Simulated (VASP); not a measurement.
# BiTe (Fm-3m) in VASP: notebook

Runs on BiTe. Level: LDA. Tasks: single point.

Everything below comes from runs of VASP 6.6.1. Logs are shortened: lines on timing, memory, paths and dates and some standing lists are left out, and cuts for length are marked.

## 1. The cell of the first run

The structure is cubic, space group Fm-3m (No. 225). Conventional cell: a = 4.986 Å, b = 4.986 Å, c = 4.986 Å, α = 90.00°, β = 90.00°, γ = 90.00°. Within 3.3 Å of Bi (site symmetry m-3m) lie 6 Te at 2.49 Å. Within 3.3 Å of Te (site symmetry m-3m) lie 6 Bi at 2.49 Å.

## 2. Single point, LDA (15.49 Å³/atom)

Contents of INCAR:

```
SYSTEM = BiTe
PREC = Accurate
ENCUT = 520
EDIFF = 1E-6
ISMEAR = -1
SIGMA = 0.05
LREAL = .FALSE.
LASPH = .TRUE.
NELM = 80
ALGO = Normal
ISIF = 2
LWAVE = .FALSE.
LCHARG = .FALSE.
NBANDS = 18
```

Contents of KPOINTS:

```
regular mesh
0
G
  10 10 10
  0 0 0
```

Contents of POSCAR:

```
BiTe
1.0
    0.0000000000      2.4930467374      2.4930467374
    2.4930467374      0.0000000000      2.4930467374
    2.4930467374      2.4930467374      0.0000000000
Bi Te
1 1
Direct
    0.0000000000      0.0000000000      0.0000000000
    0.5000000000      0.5000000000      0.5000000000
```

Potentials or basis: VASP PAW LDA potentials, release 64 (Bi_d, Te).

Command:

```console
> cat potpaw_LDA.64/Bi_d/POTCAR potpaw_LDA.64/Te/POTCAR > POTCAR
> mpirun -np 1 vasp_std > vasp.out
```

OUTCAR:

```text
SYSTEM = BiTe
   PREC = Accurate
   ENCUT = 520
   EDIFF = 1E-6
   ISMEAR = -1
   LREAL = .FALSE.
   LASPH = .TRUE.
   NELM = 80
   ISIF = 2

 ion  position               nearest neighbor table
   1  0.000  0.000  0.000-   2 2.49   2 2.49   2 2.49   2 2.49   2 2.49   2 2.49
   2  0.500  0.500  0.500-   1 2.49   1 2.49   1 2.49   1 2.49   1 2.49   1 2.49

  LATTYP: Found a face centered cubic cell.
 ALAT       =     4.9860934748

  Lattice vectors:

 A1 = (   0.0000000000,   2.4930467374,   2.4930467374)
 A2 = (   2.4930467374,   0.0000000000,   2.4930467374)
 A3 = (   2.4930467374,   2.4930467374,   0.0000000000)

Analysis of symmetry for initial positions (statically):
=====================================================================
 Subroutine PRICEL returns:
 Original cell was already a primitive cell.

 Routine SETGRP: Setting up the symmetry group for a
 face centered cubic supercell.

 Subroutine GETGRP returns: Found 48 space group operations
 (whereof 48 operations were pure point group operations)
 out of a pool of 48 trial point group operations.

The static configuration has the point symmetry O_h .

Analysis of symmetry for dynamics (positions and initial velocities):
=====================================================================
 Subroutine PRICEL returns:
 Original cell was already a primitive cell.

 Routine SETGRP: Setting up the symmetry group for a
 face centered cubic supercell.

 Subroutine GETGRP returns: Found 48 space group operations
 (whereof 48 operations were pure point group operations)
 out of a pool of 48 trial point group operations.

The dynamic configuration has the point symmetry O_h .

 Subroutine INISYM returns: Found 48 space group operations
 (whereof 48 operations are pure point group operations),
 and found     1 'primitive' translations

----------------------------------------------------------------------------------------

                                     Primitive cell

  volume of cell :      30.9900

  direct lattice vectors                    reciprocal lattice vectors
     0.000000000  2.493046737  2.493046737    -0.200557812  0.200557812  0.200557812
     2.493046737  0.000000000  2.493046737     0.200557812 -0.200557812  0.200557812
     2.493046737  2.493046737  0.000000000     0.200557812  0.200557812 -0.200557812

  length of vectors
     3.525700508  3.525700508  3.525700508     0.347376321  0.347376321  0.347376321

  position of ions in fractional coordinates (direct lattice)
     0.000000000  0.000000000  0.000000000
     0.500000000  0.500000000  0.500000000

  ion indices of the primitive-cell ions
   primitive index   ion index
                 1           1
                 2           2

----------------------------------------------------------------------------------------

 KPOINTS: regular mesh

Automatic generation of k-mesh.
 Grid dimensions read from file:
 generate k-points for:   10   10   10

 Generating k-lattice:

  Cartesian coordinates                     Fractional coordinates (reciprocal lattice)
    -0.020055781  0.020055781  0.020055781     0.100000000  0.000000000  0.000000000
     0.020055781 -0.020055781  0.020055781     0.000000000  0.100000000  0.000000000
     0.020055781  0.020055781 -0.020055781     0.000000000  0.000000000  0.100000000

  Length of vectors
     0.034737632  0.034737632  0.034737632

  Shift w.r.t. Gamma in fractional coordinates (k-lattice)
     0.000000000  0.000000000  0.000000000

 Subroutine IBZKPT returns following result:
 ===========================================

 Found     47 irreducible k-points:

 Following reciprocal coordinates:
            Coordinates               Weight
  0.000000  0.000000  0.000000      1.000000
  0.100000  0.000000  0.000000      8.000000
  0.200000  0.000000  0.000000      8.000000
  0.300000  0.000000  0.000000      8.000000
  0.400000  0.000000  0.000000      8.000000
  0.500000  0.000000  0.000000      4.000000
[... 16 lines left out ...]
  0.300000  0.300000  0.000000      6.000000
  0.400000  0.300000  0.000000     24.000000
 [... further k-points ...]
   k-points           NKPTS =     47   k-points in BZ     NKDIM =     47   number of bands    NBANDS=     18
   number of dos      NEDOS =    301   number of ions     NIONS =      2
   total plane-waves  NPLWV =  21952
   dimension x,y,z NGX =    28 NGY =   28 NGZ =   28
   dimension x,y,z NGXF=    56 NGYF=   56 NGZF=   56
   ions per type =               1   1
   NGX,Y,Z   is equivalent  to a cutoff of  13.20, 13.20, 13.20 a.u.
   NGXF,Y,Z  is equivalent  to a cutoff of  26.41, 26.41, 26.41 a.u.
 SYSTEM =  BiTe
   PREC   = accura    normal or accurate (medium, high low for compatibility)
   ISTART =      0    job   : 0-new  1-cont  2-samecut
   ICHARG =      2    charge: 1-file 2-atom 10-const
   ISPIN  =      1    spin polarized calculation?
   LNONCOLLINEAR =      F non collinear calculations
   LSORBIT =      F    spin-orbit coupling
   LASPH  =      T    aspherical Exc in radial PAW
   ENCUT  =  520.0 eV  38.22 Ry    6.18 a.u.   6.56  6.56  6.56*2*pi/ulx,y,z
   NELM   =     80;   NELMIN=  2; NELMDL= -5     # of ELM steps
   EDIFF  = 0.1E-05   stopping-criterion for ELM
   LREAL  =      F    real-space projection
   EDIFFG = 0.1E-04   stopping-criterion for IOM
   NSW    =      0    number of steps for IOM
   IBRION =     -1    ionic relax: 0-MD 1-quasi-New 2-CG
   NFREE  =      0    steps in history (QN), initial steepest desc. (CG)
   ISIF   =      2    stress and relaxation
   ISYM   =      2    0-nonsym 1-usesym 2-fastsym
   POTIM  = 0.5000    time-step for ionic-motion
   TEBEG  =    0.0;   TEEND  =   0.0 temperature during run
   PSTRESS=    0.0 pullay stress
   NELECT =      21.0000    total number of electrons
   NUPDOWN=      -1.0000    fix difference up-down
   EMIN   =  10.00;   EMAX   =-10.00  energy-range for DOS
   EFERMI =   0.00;   METHOD = LEGACY
   ISMEAR =    -1;   SIGMA  =   0.05  broadening in eV -4-tet -1-fermi 0-gaus
   EFERMI_NEDOS =   21; number of points for ismear=-14 and -15
   IALGO  =     38    algorithm
   IMIX   =      4    mixing-type and parameters
     AMIX     =   0.40;   BMIX     =  1.00
     AMIX_MAG =   1.60;   BMIX_MAG =  1.00
  volume/ion in A,a.u.               =      15.49       104.57
  Fermi-wavevector in a.u.,A,eV,Ry     =   1.437940  2.717313 28.132388  2.067672
  Thomas-Fermi vector in A             =   2.556962
   LORBIT       =      0    0 simple, 1 ext, 2 COOP (PROOUT), +10 PAW based schemes
   GGA     = CA    functional components
   LHFCALC =     F    Hartree Fock is set to
   AEXX    =    0.0000 exact exchange contribution
   IVDW    =     0    specifies the selected vdW correction
   LEPSILON=     F    determine dielectric tensor
   LRPA    =     F    only Hartree local field effects (RPA)
 non-spin polarized calculation
  energy-cutoff  :      520.00
  volume of cell :       30.99
 maximum number of plane-waves:       869
 NGX is ok and might be reduce to    28
   NGX = 13   NGY = 13   NGZ = 13

 number of electron      21.0000004 magnetization

 Free energy of the ion-electron system (eV)
  ---------------------------------------------------
  ext. energy  EPLUGINS =         0.00000000
  ---------------------------------------------------
  free energy    TOTEN  =         2.86137268 eV

  energy without entropy =        2.86809562  energy(sigma->0) =        2.86473415

 E-fermi :  20.4959     XC(G=0): -13.5536

 val. band max:       20.4853931476   @ k =   0.5000   0.1000   0.0000
 cond. band min:      20.6525018093   @ k =   0.3000   0.2000   0.0000
 fundamental gap:      0.1671086617
 Fermi energy:        20.4959183217

 k-point     1 :       0.0000    0.0000    0.0000
  band No.  band energies     occupation
      1      -4.9821      2.00000
      2      -4.9821      2.00000
      3      -4.8789      2.00000
      4      -4.8789      2.00000
      5      -4.8789      2.00000
      6      -1.8963      2.00000
[... 10 lines left out ...]
     17      23.9727      0.00000
     18      28.7751      0.00000

 k-point     2 :       0.1000    0.0000    0.0000
  band No.  band energies     occupation
      1      -5.0004      2.00000
      2      -5.0004      2.00000
      3      -4.8817      2.00000
      4      -4.8682      2.00000
      5      -4.8682      2.00000
      6      -1.6923      2.00000
[... 10 lines left out ...]
     17      25.7686      0.00000
     18      29.6090      0.00000

 k-point     3 :       0.2000    0.0000    0.0000
  band No.  band energies     occupation
      1      -5.0529      2.00000
      2      -5.0529      2.00000
      3      -4.8924      2.00000
      4      -4.8351      2.00000
      5      -4.8351      2.00000
      6      -1.0758      2.00000
[... 10 lines left out ...]
     17      28.7053      0.00000
     18      31.3918      0.00000

 k-point     4 :       0.3000    0.0000    0.0000
  band No.  band energies     occupation
      1      -5.1200      2.00000
      2      -5.1200      2.00000
      3      -4.9105      2.00000
      4      -4.7907      2.00000
      5      -4.7907      2.00000
      6      -0.0429      2.00000
[... 375 lines left out ...]
      4      -4.7997      2.00000
      5      -4.7981      2.00000
      6       0.3268      2.00000
[... 10 lines left out ...]
     17      30.8547      0.00000
     18      31.8411      0.00000

 k-point    23 :       0.3000    0.3000    0.0000
  band No.  band energies     occupation
      1      -5.3858      2.00000
      2      -4.9524      2.00000
      3      -4.9212      2.00000
      4      -4.7411      2.00000
      5      -4.7411      2.00000
      6       0.6885      2.00000
[... 10 lines left out ...]
     17      29.3745      0.00000
     18      30.1015      0.00000

 k-point    24 :       0.4000    0.3000    0.0000
  band No.  band energies     occupation
      1      -5.4512      2.00000
      2      -4.9571      2.00000
      3      -4.9363      2.00000
      4      -4.7175      2.00000
      5      -4.7036      2.00000
      6       1.7569      2.00000
[... 10 lines left out ...]
     17      30.3778      0.00000
     18      31.7690      0.00000

 [... further k-points ...]

------------------------ aborting loop because EDIFF is reached ----------------------------------------

  FORCE on cell =-STRESS in cart. coord.  units (eV):
  Direction    XX          YY          ZZ          XY          YZ          ZX
  --------------------------------------------------------------------------------------
  -------------------------------------------------------------------------------------
  Total       40.8038325     40.8038325     40.8038325      0.0000000      0.0000000     -0.0000000
  in kB     2109.5522266   2109.5522266   2109.5522266      0.0000000      0.0000000     -0.0000000
  external PRESSURE =    2109.5522266 kB  Pullay stress =       0.0000000 kB

 VOLUME and BASIS-vectors are now :
 -----------------------------------------------------------------------------
  energy-cutoff  :      520.00
  volume of cell :       30.99
      direct lattice vectors                 reciprocal lattice vectors
     0.000000000  2.493046737  2.493046737    -0.200557812  0.200557812  0.200557812
     2.493046737  0.000000000  2.493046737     0.200557812 -0.200557812  0.200557812
     2.493046737  2.493046737  0.000000000     0.200557812  0.200557812 -0.200557812

 POSITION                                       TOTAL-FORCE (eV/Angst)
 -----------------------------------------------------------------------------------
      0.00000      0.00000      0.00000         0.000000     -0.000000     -0.000000
      2.49305      2.49305      2.49305         0.000000      0.000000      0.000000
 -----------------------------------------------------------------------------------
    total drift:                               -0.000000      0.000000      0.000000

  FREE ENERGIE OF THE ION-ELECTRON SYSTEM (eV)
  ---------------------------------------------------
  free  energy   TOTEN  =         2.8613726833 eV

  energy  without entropy=        2.8680956192  energy(sigma->0) =        2.86473415
```

It took 20 s on 1 thread of Intel Xeon 8259CL, shared host; peak memory 0.16 GiB.

Results:

```
Free energy            : 2.8614 eV
Pressure               : 211.0 GPa
Band gap on the k mesh : zero (an odd number of electrons rules out a gap without spin polarisation)
```

Levels at points of the mesh, in eV from the Fermi level:
| k point | band 7 | band 8 | band 9 | band 10 | band 11 | band 12 | band 13 | band 14 |
| --- | --- | --- | --- | --- | --- | --- | --- | --- |
| (0.00, 0.00, 0.00) | -5.20 | -5.20 | -5.20 | -2.40 | 2.33 | 3.28 | 3.28 | 3.28 |
| (0.50, 0.00, 0.00) | -17.12 | -3.27 | -3.27 | -2.54 | -2.54 | -1.58 | -0.35 | 8.31 |
| (0.50, 0.50, 0.00) | -13.23 | -9.95 | -9.17 | -9.17 | -1.22 | 7.94 | 7.94 | 8.43 |

Caveat: the cell stands under pressure; spin-orbit coupling is left out, which moves the levels of the heavy elements.

## 3. Single point, LDA (15.49 Å³/atom)

Contents of INCAR:

```
ALGO = Normal ; EDIFF = 1E-7
ENCUT = 520 ; ISIF = 2
ISMEAR = -1 ; LASPH = True
LCHARG = False ; LREAL = False
LWAVE = False ; NBANDS = 18
NELM = 100 ; PREC = Accurate
SIGMA = 0.05
```

Contents of KPOINTS:

```
k-points
0
Gamma
  10 10 10
```

POSCAR is that of step 2.

Potentials or basis: VASP PAW LDA potentials, release 64 (Bi_d, Te).

Command:

```console
> cat potpaw_LDA.64/Bi_d/POTCAR potpaw_LDA.64/Te/POTCAR > POTCAR
> mpirun -np 1 vasp_std > vasp.out
```

It took 28 s on 1 thread of Intel Xeon 8259CL, shared host; peak memory 0.16 GiB.

It converged, with:

| Quantity | Value |
| --- | --- |
| Free energy | 2.8614 eV |
| Pressure | 211.0 GPa |
| Band gap on the k mesh | zero (an odd number of electrons rules out a gap without spin polarisation) |

Levels at points of the mesh, in eV from the Fermi level:
```csv
k point,band 8,band 9,band 10,band 11,band 12,band 13
"(0.00, 0.00, 0.00)",-5.20,-5.20,-2.40,2.33,3.28,3.28
"(0.50, 0.00, 0.00)",-3.27,-3.27,-2.54,-2.54,-1.58,-0.35
"(0.50, 0.50, 0.00)",-9.95,-9.17,-9.17,-1.22,7.94,7.94
```

Caveat: the cell stands under pressure; spin-orbit coupling is left out, which moves the levels of the heavy elements.

## 4. Single point, LDA (15.49 Å³/atom)

Contents of INCAR:

```
ALGO = Normal ; EDIFF = 1E-6
ENCUT = 520 ; GGA = CA
ISIF = 2 ; ISMEAR = -1
LASPH = T ; LCHARG = F
LREAL = F ; LWAVE = F
NBANDS = 18 ; NELM = 60
PREC = Accurate ; SIGMA = 0.05
```

KPOINTS is that of step 3.

POSCAR is that of step 3.

Potentials or basis: VASP PAW LDA potentials, release 64 (Bi_d, Te).

Command:

```console
> cat potpaw_LDA.64/Bi_d/POTCAR potpaw_LDA.64/Te/POTCAR > POTCAR
> mpirun -np 1 vasp_std > vasp.out
```

OUTCAR:

```text
EDIFF = 1E-6
   ENCUT = 520
   GGA = CA
   ISIF = 2
   ISMEAR = -1
   LASPH = T
   LREAL = F
   NELM = 60
   PREC = Accurate

 ion  position               nearest neighbor table
   1  0.000  0.000  0.000-   2 2.49   2 2.49   2 2.49   2 2.49   2 2.49   2 2.49
   2  0.500  0.500  0.500-   1 2.49   1 2.49   1 2.49   1 2.49   1 2.49   1 2.49

  LATTYP: Found a face centered cubic cell.
 ALAT       =     4.9860934748

  Lattice vectors:

[... 688 lines left out ...]

 [... further k-points ...]

------------------------ aborting loop because EDIFF is reached ----------------------------------------

  FORCE on cell =-STRESS in cart. coord.  units (eV):
  Direction    XX          YY          ZZ          XY          YZ          ZX
  --------------------------------------------------------------------------------------
  -------------------------------------------------------------------------------------
  Total       40.8038325     40.8038325     40.8038325      0.0000000      0.0000000     -0.0000000
  in kB     2109.5522266   2109.5522266   2109.5522266      0.0000000      0.0000000     -0.0000000
  external PRESSURE =    2109.5522266 kB  Pullay stress =       0.0000000 kB

 VOLUME and BASIS-vectors are now :
 -----------------------------------------------------------------------------
  energy-cutoff  :      520.00
  volume of cell :       30.99
      direct lattice vectors                 reciprocal lattice vectors
     0.000000000  2.493046737  2.493046737    -0.200557812  0.200557812  0.200557812
     2.493046737  0.000000000  2.493046737     0.200557812 -0.200557812  0.200557812
     2.493046737  2.493046737  0.000000000     0.200557812  0.200557812 -0.200557812

 POSITION                                       TOTAL-FORCE (eV/Angst)
 -----------------------------------------------------------------------------------
      0.00000      0.00000      0.00000         0.000000     -0.000000     -0.000000
      2.49305      2.49305      2.49305         0.000000      0.000000      0.000000
 -----------------------------------------------------------------------------------
    total drift:                               -0.000000      0.000000      0.000000

  FREE ENERGIE OF THE ION-ELECTRON SYSTEM (eV)
  ---------------------------------------------------
  free  energy   TOTEN  =         2.8613726833 eV

  energy  without entropy=        2.8680956192  energy(sigma->0) =        2.86473415
```

OSZICAR:

```text
N       E                     dE             d eps       ncg     rms          rms(c)
DAV:   1     0.183533550783E+03    0.18353E+03   -0.10303E+04  1724   0.140E+03
DAV:   2     0.143147825353E+02   -0.16922E+03   -0.16381E+03  1812   0.366E+02
DAV:   3     0.277100468138E+01   -0.11544E+02   -0.11369E+02  2174   0.928E+01
DAV:   4     0.250707235950E+01   -0.26393E+00   -0.26339E+00  2112   0.135E+01
DAV:   5     0.249933517224E+01   -0.77372E-02   -0.77363E-02  2294   0.234E+00    0.268E+01
DAV:   6     0.274652662172E+01    0.24719E+00   -0.76738E-02  2048   0.191E+00    0.162E+01
DAV:   7     0.285918075323E+01    0.11265E+00   -0.11874E-01  2350   0.211E+00    0.632E-01
DAV:   8     0.286138740695E+01    0.22067E-02   -0.12334E-02  1884   0.820E-01    0.199E-01
DAV:   9     0.286136989488E+01   -0.17512E-04   -0.56645E-04  2140   0.177E-01    0.348E-02
DAV:  10     0.286137224445E+01    0.23496E-05   -0.26545E-05  2208   0.414E-02    0.186E-02
DAV:  11     0.286137268328E+01    0.43883E-06   -0.19728E-06  1920   0.106E-02
   1 F= 0.28613727E+01 E0= 0.28647342E+01  d E =-.672294E-02
```

stdout:

```text
POSCAR found type information on POSCAR BiTe
 POSCAR found :  2 types and       2 ions
 scaLAPACK will be used
 LDA part: xc-table for (Slater(with rela. corr.)+CA(PZ))
 , standard interpolation
 POSCAR, INCAR and KPOINTS ok, starting setup
 FFT: planning ... GRIDC
 FFT: planning ... GRID_SOFT
 FFT: planning ... GRID
 WAVECAR not read
 entering main loop
```

Run time: 28 s. Hardware: 1 thread of Intel Xeon 8259CL, shared host; peak memory 0.16 GiB.

What came out:

* Free energy: 2.8614 eV
* Pressure: 211.0 GPa
* Band gap on the k mesh: zero (an odd number of electrons rules out a gap without spin polarisation)

Caveat: the cell stands under pressure; spin-orbit coupling is left out, which moves the levels of the heavy elements.

[end of part 1 of 2]
